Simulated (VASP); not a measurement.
# Te (P3_221) in VASP: notebook

The runs below take Te through single point, with LDA, HF.

Everything below comes from runs of VASP 6.6.1. Logs are shortened: lines on timing, memory, paths and dates and some standing lists are left out, and cuts for length are marked.

**1. The cell of the first run**

Symmetry: P3_221, No. 154, trigonal system. The conventional cell has a = 4.534 Å, b = 4.534 Å, c = 6.031 Å, α = 90.00°, β = 90.00°, γ = 120.00°. Te (site symmetry 2) has 6 Te at 2.92 to 3.53 Å within 3.8 Å.

**2. Single point, LDA, non-collinear spin, zero start, spin-orbit coupling**

INCAR

```
PREC     = Accurate       # precision mode
ENCUT    = 520            # plane-wave cutoff, eV
EDIFF    = 1E-6           # SCF threshold, eV
ISMEAR   = -5             # smearing method
SIGMA    = 0.1            # smearing width, eV
LREAL    = False          # projectors in reciprocal space
LASPH    = True           # aspherical terms in the spheres
NELM     = 150            # most SCF steps
ALGO     = Normal         # electronic algorithm
ISIF     = 2              # what is computed and relaxed
LWAVE    = False          # write WAVECAR
LCHARG   = False          # write CHGCAR
MAGMOM   = 0 0 0 0 0 0 0 0 0 # initial moments
LORBIT   = 11             # projections on sites
LSORBIT  = True           # spin-orbit coupling
GGA_COMPAT= False        
LORBMOM  = True         
GGA      = CA             # functional
NBANDS   = 31             # bands
```

KPOINTS

```
regular mesh
0
Gamma
  7 7 5
```

POSCAR

```
Te
1.0
    4.5341468484      0.0000000000      0.0000000000
   -2.2670734242      3.9266863553      0.0000000000
    0.0000000000      0.0000000000      6.0309282756
Te
3
Direct
    0.7310000000      0.7310000000      0.5000000000
    0.0000000000      0.2690000000      0.8333333333
    0.2690000000      0.0000000000      0.1666666667
```

Potentials or basis: VASP PAW LDA potentials, release 64 (Te).

Launch:

```
$ cat potpaw_LDA.64/Te/POTCAR > POTCAR
$ mpirun -np 1 vasp_ncl > vasp.out
```

OUTCAR:

```text
PREC = Accurate
   ENCUT = 520
   EDIFF = 1E-6
   ISMEAR = -5
   LREAL = False
   LASPH = True
   NELM = 150
   ISIF = 2
   LORBIT = 11
   LSORBIT = True
   GGA = CA

 ion  position               nearest neighbor table
   1  0.731  0.731  0.500-   3 2.92   2 2.92   3 3.53   2 3.53   2 3.53   3 3.53
   2  0.000  0.269  0.833-   1 2.92   3 2.92   1 3.53   1 3.53   3 3.53   3 3.53
   3  0.269  0.000  0.167-   1 2.92   2 2.92   1 3.53   1 3.53   2 3.53   2 3.53

  LATTYP: Found a hexagonal cell.
 ALAT       =     4.5341468484
 C/A-ratio  =     1.3301131342

  Lattice vectors:

 A1 = (   4.5341468484,   0.0000000000,   0.0000000000)
 A2 = (  -2.2670734242,   3.9266863553,   0.0000000000)
 A3 = (   0.0000000000,   0.0000000000,   6.0309282756)

Analysis of symmetry for initial positions (statically):
=====================================================================
 Subroutine PRICEL returns:
 Original cell was already a primitive cell.

 Routine SETGRP: Setting up the symmetry group for a
 hexagonal supercell.

 Subroutine GETGRP returns: Found  6 space group operations
 (whereof  2 operations were pure point group operations)
 out of a pool of 24 trial point group operations.

The static configuration has the point symmetry C_2 .
 The point group associated with its full space group is D_3 .

Analysis of symmetry for dynamics (positions and initial velocities):
=====================================================================
 Subroutine PRICEL returns:
 Original cell was already a primitive cell.

 Routine SETGRP: Setting up the symmetry group for a
 hexagonal supercell.

 Subroutine GETGRP returns: Found  6 space group operations
 (whereof  2 operations were pure point group operations)
 out of a pool of 24 trial point group operations.

The dynamic configuration has the point symmetry C_2 .
 The point group associated with its full space group is D_3 .

Analysis of structural, dynamic, and magnetic symmetry:
=====================================================================
 Subroutine PRICEL returns:
 Original cell was already a primitive cell.

 Routine SETGRP: Setting up the symmetry group for a
 hexagonal supercell.

 Subroutine GETGRP returns: Found  6 space group operations
 (whereof  2 operations were pure point group operations)
 out of a pool of 24 trial point group operations.

The overall configuration has the point symmetry C_2 .
 The point group associated with its full space group is D_3 .

 Subroutine INISYM returns: Found  6 space group operations
 (whereof  2 operations are pure point group operations),
 and found     1 'primitive' translations

----------------------------------------------------------------------------------------

                                     Primitive cell

  volume of cell :     107.3757

  direct lattice vectors                    reciprocal lattice vectors
     4.534146848  0.000000000  0.000000000     0.220548657  0.127333827  0.000000000
    -2.267073424  3.926686355  0.000000000     0.000000000  0.254667653  0.000000000
     0.000000000  0.000000000  6.030928276     0.000000000  0.000000000  0.165811954

  length of vectors
     4.534146848  4.534146848  6.030928276     0.254667653  0.254667653  0.165811954

  position of ions in fractional coordinates (direct lattice)
     0.731000000  0.731000000  0.500000000
     0.000000000  0.269000000  0.833333333
     0.269000000  0.000000000  0.166666667

  ion indices of the primitive-cell ions
   primitive index   ion index
                 1           1
                 2           2
                 3           3

----------------------------------------------------------------------------------------

 KPOINTS: regular mesh

Automatic generation of k-mesh.
 Grid dimensions read from file:
 generate k-points for:    7    7    5

 Generating k-lattice:

  Cartesian coordinates                     Fractional coordinates (reciprocal lattice)
     0.031506951  0.018190547  0.000000000     0.142857143  0.000000000  0.000000000
[... 105 lines left out ...]
 number of electron      18.0000000 magnetization       0.0000000      0.0000000      0.0000000

 Free energy of the ion-electron system (eV)
  ---------------------------------------------------
  ext. energy  EPLUGINS =         0.00000000
  ---------------------------------------------------
  free energy    TOTEN  =       -11.61929448 eV

  energy without entropy =      -11.61929448  energy(sigma->0) =      -11.61929448

 E-fermi :   5.1259     XC(G=0):  -9.0838

 val. band max:        5.0909036609   @ k =  -0.2857  -0.2857  -0.4000
 cond. band min:       5.4202878639   @ k =   0.0000   0.0000   0.4000
 fundamental gap:      0.3293842030
 Fermi energy:         5.1258861144

 k-point     1 :       0.0000    0.0000    0.0000
  band No.  band energies     occupation
      1      -8.0983      1.00000
      2      -8.0983      1.00000
      3      -5.0655      1.00000
      4      -5.0655      1.00000
      5      -5.0646      1.00000
      6      -5.0646      1.00000
[... 781 lines left out ...]
     29      12.0079      0.00000
     30      12.0342      0.00000

 [... further k-points ...]

 [bands above 30 left out]

------------------------ aborting loop because EDIFF is reached ----------------------------------------

  FORCE on cell =-STRESS in cart. coord.  units (eV):
  Direction    XX          YY          ZZ          XY          YZ          ZX
  --------------------------------------------------------------------------------------
  -------------------------------------------------------------------------------------
  Total       -2.3209299     -2.3209299     -2.7651100      0.0000000     -0.0000000     -0.0000000
  in kB      -34.6311289    -34.6311289    -41.2588418      0.0000000     -0.0000000     -0.0000000
  external PRESSURE =     -36.8403665 kB  Pullay stress =       0.0000000 kB

 VOLUME and BASIS-vectors are now :
 -----------------------------------------------------------------------------
  energy-cutoff  :      520.00
  volume of cell :      107.38
      direct lattice vectors                 reciprocal lattice vectors
     4.534146848  0.000000000  0.000000000     0.220548657  0.127333827  0.000000000
    -2.267073424  3.926686355  0.000000000     0.000000000  0.254667653  0.000000000
     0.000000000  0.000000000  6.030928276     0.000000000  0.000000000  0.165811954

 POSITION                                       TOTAL-FORCE (eV/Angst)
 -----------------------------------------------------------------------------------
      1.65723      2.87041      3.01546         0.068832      0.119221      0.000000
     -0.60984      1.05628      5.02577         0.068832     -0.119221      0.000000
      1.21969      0.00000      1.00515        -0.137665      0.000000     -0.000000
 -----------------------------------------------------------------------------------
    total drift:                                0.000000      0.000000     -0.000000

  FREE ENERGIE OF THE ION-ELECTRON SYSTEM (eV)
  ---------------------------------------------------
  free  energy   TOTEN  =       -11.6192944773 eV

  energy  without entropy=      -11.6192944773  energy(sigma->0) =      -11.61929448

 orbital moment (x)

 # of ion     p       d       tot
 ----------------------------------------
  1        -0.000  -0.000  -0.000
  2        -0.000  -0.000  -0.000
  3         0.000   0.000   0.000
 ----------------------------------------
            0.000  -0.000   0.000

 orbital moment (y)

 # of ion     p       d       tot
 ----------------------------------------
  1        -0.000  -0.000  -0.000
  2         0.000   0.000   0.000
  3         0.000   0.000   0.000
 ----------------------------------------
            0.000   0.000   0.000

 orbital moment (z)

 # of ion     p       d       tot
 ----------------------------------------
  1         0.000   0.000   0.000
  2         0.000   0.000   0.000
  3         0.000  -0.000  -0.000
 ----------------------------------------
            0.000  -0.000  -0.000

 Spin-Orbit-Coupling matrix elements

 Ion:    1  E_soc:     -0.2529408
 l=   1
     0.0000000    -0.0408146    -0.0424836
    -0.0408146     0.0000000    -0.0428522
    -0.0424836    -0.0428522     0.0000000
 l=   2
     0.0000000    -0.0000181     0.0000000    -0.0000202    -0.0000440
    -0.0000181     0.0000000    -0.0000858    -0.0000524    -0.0000191
     0.0000000    -0.0000858     0.0000000    -0.0000568     0.0000000
    -0.0000202    -0.0000524    -0.0000568     0.0000000    -0.0000237
    -0.0000440    -0.0000191     0.0000000    -0.0000237     0.0000000
 l=   3
     0.0000000     0.0000000     0.0000000     0.0000000     0.0000000     0.0000000     0.0000000
     0.0000000     0.0000000     0.0000000     0.0000000     0.0000000     0.0000000     0.0000000
     0.0000000     0.0000000     0.0000000     0.0000000     0.0000000     0.0000000     0.0000000
     0.0000000     0.0000000     0.0000000     0.0000000     0.0000000     0.0000000     0.0000000
[... 29 lines left out ...]
 l=   2
     0.0000000    -0.0000245     0.0000000    -0.0000204    -0.0000440
    -0.0000245     0.0000000    -0.0000422    -0.0000524    -0.0000226
     0.0000000    -0.0000422     0.0000000    -0.0001003     0.0000000
    -0.0000204    -0.0000524    -0.0001003     0.0000000    -0.0000135
    -0.0000440    -0.0000226     0.0000000    -0.0000135     0.0000000
 l=   3
     0.0000000     0.0000000     0.0000000     0.0000000     0.0000000     0.0000000     0.0000000
     0.0000000     0.0000000     0.0000000     0.0000000     0.0000000     0.0000000     0.0000000
     0.0000000     0.0000000     0.0000000     0.0000000     0.0000000     0.0000000     0.0000000
     0.0000000     0.0000000     0.0000000     0.0000000     0.0000000     0.0000000     0.0000000
     0.0000000     0.0000000     0.0000000     0.0000000     0.0000000     0.0000000     0.0000000
     0.0000000     0.0000000     0.0000000     0.0000000     0.0000000     0.0000000     0.0000000
     0.0000000     0.0000000     0.0000000     0.0000000     0.0000000     0.0000000     0.0000000

 total charge

# of ion       s       p       d       tot
------------------------------------------
    1        1.438   1.804   0.038   3.281
    2        1.438   1.804   0.038   3.281
    3        1.438   1.804   0.038   3.281
--------------------------------------------------
tot          4.315   5.413   0.114   9.842

 magnetization (x)

# of ion       s       p       d       tot
------------------------------------------
    1        0.000  -0.000  -0.000   0.000
    2        0.000  -0.000  -0.000   0.000
    3       -0.000   0.000   0.000  -0.000
--------------------------------------------------
tot          0.000   0.000  -0.000   0.000

 magnetization (y)

# of ion       s       p       d       tot
------------------------------------------
    1        0.000  -0.000  -0.000   0.000
    2       -0.000   0.000   0.000  -0.000
    3       -0.000   0.000   0.000   0.000
--------------------------------------------------
tot         -0.000   0.000   0.000   0.000

 magnetization (z)

# of ion       s       p       d       tot
------------------------------------------
    1        0.000   0.000   0.000   0.000
    2        0.000  -0.000  -0.000  -0.000
    3        0.000   0.000   0.000   0.000
--------------------------------------------------
tot          0.000  -0.000   0.000  -0.000
```

Wall time 2.4 min (1 thread of Intel Xeon Platinum 8488C (Sapphire Rapids), shared host); peak memory 0.47 GiB.

What came out:

| Quantity | Value |
| --- | --- |
| Free energy | -11.6193 eV |
| Pressure | -3.7 GPa |
| Largest force | 0.138 eV/Å |
| Net moment | 0.00 μB per cell |
| Valence electrons inside the program's atomic spheres | Te 3.28 |

Forces in eV/Å, atoms in the order of the input:
```
Te   0.069  0.119  0.000
Te   0.069 -0.119  0.000
Te  -0.138  0.000  0.000
```

Stress tensor (GPa, compression positive):
```
-3.46  0.00  0.00
 0.00 -3.46  0.00
 0.00  0.00 -4.13
```

Moments on the atoms (μB; x, y, z):
```
Te  0.00 0.00 0.00
Te  0.00 0.00 0.00
Te  0.00 0.00 0.00
```

Caveat: the cell stands under tension.

**3. Single point, HF (35.12 Å³/atom)**

This run uses another cell than the first one, of 35.12 Å³/atom.

POSCAR

```
Te
1.0
    4.5054489476      0.0000000000      0.0000000000
   -2.2527244738      3.9018332442      0.0000000000
    0.0000000000      0.0000000000      5.9927568208
Te
3
Direct
    0.7310000000      0.7310000000      0.5000000000
    0.0000000000      0.2690000000      0.8333333333
    0.2690000000      0.0000000000      0.1666666667
```

INCAR.step1

```
PREC = Accurate
ENCUT = 520
EDIFF = 1E-5
ISMEAR = 0
SIGMA = 0.025
LREAL = False
LASPH = True
NELM = 80
ALGO = Normal
ISIF = 2
LWAVE = True
LCHARG = False
GGA = PE
NBANDS = 16
```

INCAR.step2

```
PREC = Accurate
ENCUT = 520
EDIFF = 1E-6
ISMEAR = 0
SIGMA = 0.025
LREAL = False
LASPH = True
NELM = 80
ALGO = Normal
ISIF = 2
LWAVE = False
LCHARG = False
GGA = PE
LHFCALC = True
AEXX = 1.0
ALDAC = 0.0
AGGAC = 0.0
PRECFOCK = Normal
ISTART = 1
NBANDS = 16
```

KPOINTS

```
Automatic mesh
0
Gamma
  4 4 3
```

Potentials or basis: VASP PAW PBE potentials, release 64 (Te).

Launch:

```
$ cat potpaw_PBE.64/Te/POTCAR > POTCAR
$ cp INCAR.step1 INCAR
$ mpirun -np 1 vasp_std > vasp.out
$ cp INCAR.step2 INCAR
$ mpirun -np 1 vasp_std > vasp.out
```

OUTCAR:

```text
PREC = Accurate
   ENCUT = 520
   EDIFF = 1E-6
   ISMEAR = 0
   LREAL = False
   LASPH = True
   NELM = 80
   ISIF = 2
   GGA = PE
   LHFCALC = True
   AEXX = 1.0
   PRECFOCK = Normal
   ISTART = 1

 ion  position               nearest neighbor table
   1  0.731  0.731  0.500-   3 2.90   2 2.90   3 3.51   2 3.51   2 3.51   3 3.51
   2  0.000  0.269  0.833-   1 2.90   3 2.90   1 3.51   1 3.51   3 3.51   3 3.51
   3  0.269  0.000  0.167-   1 2.90   2 2.90   1 3.51   1 3.51   2 3.51   2 3.51

  LATTYP: Found a hexagonal cell.
 ALAT       =     4.5054489476
 C/A-ratio  =     1.3301131342

  Lattice vectors:

 A1 = (   4.5054489476,   0.0000000000,   0.0000000000)
 A2 = (  -2.2527244738,   3.9018332442,   0.0000000000)
 A3 = (   0.0000000000,   0.0000000000,   5.9927568208)

Analysis of symmetry for initial positions (statically):
=====================================================================
 Subroutine PRICEL returns:
 Original cell was already a primitive cell.

[... 163 lines left out ...]

  energy without entropy =      -28.61294842  energy(sigma->0) =      -28.61294842

 E-fermi :   3.0413     XC(G=0):   0.0000

 val. band max:        2.8581973830   @ k =   0.2500   0.2500   0.3333
 cond. band min:       9.2783535517   @ k =   0.0000   0.0000   0.3333
 fundamental gap:      6.4201561687
 Fermi energy:         3.0412689725

 k-point     1 :       0.0000    0.0000    0.0000
  band No.  band energies     occupation
      1     -14.4988      2.00000
      2     -10.0889      2.00000
      3     -10.0889      2.00000
      4      -0.3418      2.00000
      5      -0.0139      2.00000
      6      -0.0139      2.00000
[... 148 lines left out ...]
      3      -9.6378      2.00000
      4      -3.4523      2.00000
      5      -2.6643      2.00000
      6      -1.9724      2.00000
[... 8 lines left out ...]
     15      16.7784      0.00000
     16      17.1297      0.00000

------------------------ aborting loop because EDIFF is reached ----------------------------------------

  FORCE on cell =-STRESS in cart. coord.  units (eV):
  Direction    XX          YY          ZZ          XY          YZ          ZX
  --------------------------------------------------------------------------------------
  -------------------------------------------------------------------------------------
  Total       -0.8813808     -0.8813808     -5.0176576     -0.0000000     -0.0000000      0.0000000
  in kB      -13.4041953    -13.4041953    -76.3094238     -0.0000000     -0.0000000      0.0000000
  external PRESSURE =     -34.3726048 kB  Pullay stress =       0.0000000 kB

 VOLUME and BASIS-vectors are now :
 -----------------------------------------------------------------------------
  energy-cutoff  :      520.00
  volume of cell :      105.35
      direct lattice vectors                 reciprocal lattice vectors
     4.505448948  0.000000000  0.000000000     0.221953464  0.128144892  0.000000000
    -2.252724474  3.901833244  0.000000000     0.000000000  0.256289784  0.000000000
     0.000000000  0.000000000  5.992756821     0.000000000  0.000000000  0.166868109

 POSITION                                       TOTAL-FORCE (eV/Angst)
 -----------------------------------------------------------------------------------
      1.64674      2.85224      2.99638         1.116790      1.934338     -0.000000
     -0.60598      1.04959      4.99396         1.116790     -1.934338      0.000000
      1.21197      0.00000      0.99879        -2.233581      0.000000      0.000000
 -----------------------------------------------------------------------------------
    total drift:                                0.000000      0.000001     -0.000000

  FREE ENERGIE OF THE ION-ELECTRON SYSTEM (eV)
  ---------------------------------------------------
  free  energy   TOTEN  =       -28.6129484211 eV

  energy  without entropy=      -28.6129484211  energy(sigma->0) =      -28.61294842
```

Wall time 25 min (1 thread of Intel Xeon Platinum 8259CL at 2.50GHz (Skylake/Cascade Lake), shared host); peak memory 0.26 GiB.

What came out:

- Free energy: -28.6129 eV
- Pressure: -3.4 GPa
- Largest force: 2.234 eV/Å
- Band gap on the k mesh: 6.42 eV (least direct gap 6.57 eV)

Forces on the atoms (eV/Å):
```
Te   1.117  1.934  0.000
Te   1.117 -1.934  0.000
Te  -2.234  0.000  0.000
```

Levels at points of the mesh, in eV from the valence-band top:
| k point | band 6 | band 7 | band 8 | band 9 | band 10 | band 11 | band 12 | band 13 |
| --- | --- | --- | --- | --- | --- | --- | --- | --- |
| (0.00, 0.00, 0.00) | -2.87 | -1.89 | -1.89 | -0.90 | 7.19 | 7.19 | 8.11 | 10.24 |
| (0.50, 0.00, 0.00) | -4.29 | -4.12 | -0.83 | -0.72 | 6.68 | 6.91 | 9.45 | 10.53 |

Caveat: the stress differs along the axes, from -8 to -1 GPa; the PAW data sets were made with another functional, which shifts forces and pressure a little; spin-orbit coupling is left out, which moves the levels of the heavy elements.
